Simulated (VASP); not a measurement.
Here is a VASP 6.6.1 calculation.

Contents of POSCAR:

```
HfO2
1.0
    4.8382036340      0.0000000000      0.0000000000
    0.0000000000      4.8382036340      0.0000000000
    0.1932208750      0.0000000000      3.2203479163
Hf O
2 4
Direct
    0.0000000000      0.0000000000      0.0000000000
    0.5000000000      0.5000000000      0.5000000000
    0.1954018076      0.8054499939      0.4928418058
    0.3045981924      0.3054499939      0.0071581942
    0.6954018076      0.6945500061     -0.0071581942
    0.8045981924      0.1945500061      0.5071581942
```

Contents of INCAR.step1:

```
SYSTEM = HfO2
PREC     = Accurate       ! precision mode
ENCUT    = 520            ! plane-wave cutoff, eV
ISMEAR   = 0              ! smearing method
SIGMA    = 0.02           ! smearing width, eV
LREAL    = .False.        ! projectors in reciprocal space
LASPH    = .True.         ! aspherical terms in the spheres
NELM     = 100            ! most SCF steps
GGA      = PE             ! functional
ALGO     = Normal         ! electronic algorithm
EDIFF    = 1E-4           ! SCF threshold, eV
LWAVE    = .True.         ! write WAVECAR
LCHARG   = .False.        ! write CHGCAR
KPAR     = 4
```

File INCAR.step2:

```
SYSTEM = HfO2
PREC     = Accurate       ! precision mode
ENCUT    = 520            ! plane-wave cutoff, eV
EDIFF    = 1E-6           ! SCF threshold, eV
ISMEAR   = 0              ! smearing method
SIGMA    = 0.02           ! smearing width, eV
LREAL    = .False.        ! projectors in reciprocal space
LASPH    = .True.         ! aspherical terms in the spheres
NELM     = 100            ! most SCF steps
ALGO     = Normal         ! electronic algorithm
ISIF     = 2              ! what is computed and relaxed
LWAVE    = .False.        ! write WAVECAR
LCHARG   = .False.        ! write CHGCAR
METAGGA  = R2SCAN         ! meta-GGA
LMIXTAU  = .True.       
IBRION   = 2              ! ionic algorithm
NSW      = 60             ! ionic steps
EDIFFG   = -0.008         ! ionic threshold
ISTART   = 1            
KPAR     = 4
```

KPOINTS

```
regular mesh
0
Gamma
  6 6 8
  0 0 0
```

Potentials or basis: VASP PAW PBE potentials, release 64 (Hf_pv, O).

The run is started by

```sh
$ cat potpaw_PBE.64/Hf_pv/POTCAR potpaw_PBE.64/O/POTCAR > POTCAR
$ cp INCAR.step1 INCAR
$ mpirun -np 4 vasp_std > vasp.out
$ cp INCAR.step2 INCAR
$ mpirun -np 4 vasp_std > vasp.out
```

**Question.** Estimate the band gap on the k mesh.

**Answer.** 4.41 eV.

**Question.** Predict the energy gained by relaxing.

**Answer.** 0.5 meV/atom.

Stress tensor (GPa, compression positive):
```
-3.14  0.00 -6.83
 0.00 -2.73  0.00
-6.83  0.00 -4.01
```

Caveat: the cell differs from its parent crystal (shear of c along a, cell held: +6.0 %); the PAW data sets were made with another functional, which shifts forces and pressure a little; spin-orbit coupling is left out, which moves the levels of the heavy elements. A k mesh can miss the band edges.
